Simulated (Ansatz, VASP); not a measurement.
## Two plane-wave programs on CsH2

Contents of INCAR:

```
SYSTEM = CsH2
PREC = Accurate
ENCUT = 520
EDIFF = 1E-6
ISMEAR = 0
SIGMA = 0.1
LREAL = .False.
LASPH = .True.
NELM = 80
ALGO = Normal
ISIF = 2
LWAVE = .False.
LCHARG = .True.
GGA = PE
LELF = .True.
LVHAR = .True.
NBANDS = 12
```

The input KPOINTS:

```
Automatic mesh
0
Gamma
  6 6 6
  0 0 0
```

Contents of POSCAR:

```
CsH2
1.0
   -1.7846822300      1.7846822300      5.6876358600
    1.7846822300     -1.7846822300      5.6876358600
    1.7846822300      1.7846822300     -5.6876358600
Cs H
1 2
Direct
    0.0000000000      0.0000000000      0.0000000000
    0.6428176800      0.6428176800      0.0000000000
    0.3571823200      0.3571823200      0.0000000000
```

Input for Ansatz:

```yaml
crystal:
  lattice:
    - [-1.78468223, 1.78468223, 5.68763586]
    - [1.78468223, -1.78468223, 5.68763586]
    - [1.78468223, 1.78468223, -5.68763586]
  atoms:
    - { symbol: Cs, position: [0.0, 0.0, 0.0] }
    - { symbol: H, position: [0.64281768, 0.64281768, 0.0] }
    - { symbol: H, position: [0.35718232, 0.35718232, 0.0] }
basis:
  ecutwfc: 420
kpoints:
  mp_grid: { grid: [6, 6, 6] }
hamiltonian:
  xc: pbe
scf:
  occupations: { method: gaussian, width: 0.1 }
  lower_state_search: "off"
output:
  forces: true
  stress: true
  eigenvalues: true
```

Change from the starting cell: species swapped into the Mg2Rh type (I4/mmm, No. 139).

Alike in both runs: task single point; functional PBE; k mesh 6 × 6 × 6; occupations gaussian, width 0.1 eV; no spin polarisation.

```csv
,VASP,Ansatz
version,VASP 6.6.1,Ansatz 0.2.0
potentials or method,"VASP PAW PBE potentials, release 64 (Cs_sv, H), cutoff 520 eV","scalar-relativistic, plane waves, PAW"
valence electrons in the cell,11,11
```

VASP gave:

```
gap on the k mesh at the Fermi level (eV)                     : none
pressure (GPa)                                                : 1.0
traceless stress, the component that is largest in VASP (GPa) : -4.46
rms of the force components (eV/Å)                            : 0.047
```

What did Ansatz give for the same quantities?

gap on the k mesh at the Fermi level (eV): none; pressure (GPa): 0.9; traceless stress, the component that is largest in VASP (GPa): -4.39; rms of the force components (eV/Å): 0.048.

Atom by atom the forces differ by 0.001 eV/Å (rms over components). A gap of «none» marks a metal or a gap that the smearing closes. The functional is the same, so the differences come from potentials, cutoffs and numerics.

The k mesh is coarse, so the values compare programs but aren't converged. Spin-orbit coupling is off throughout.
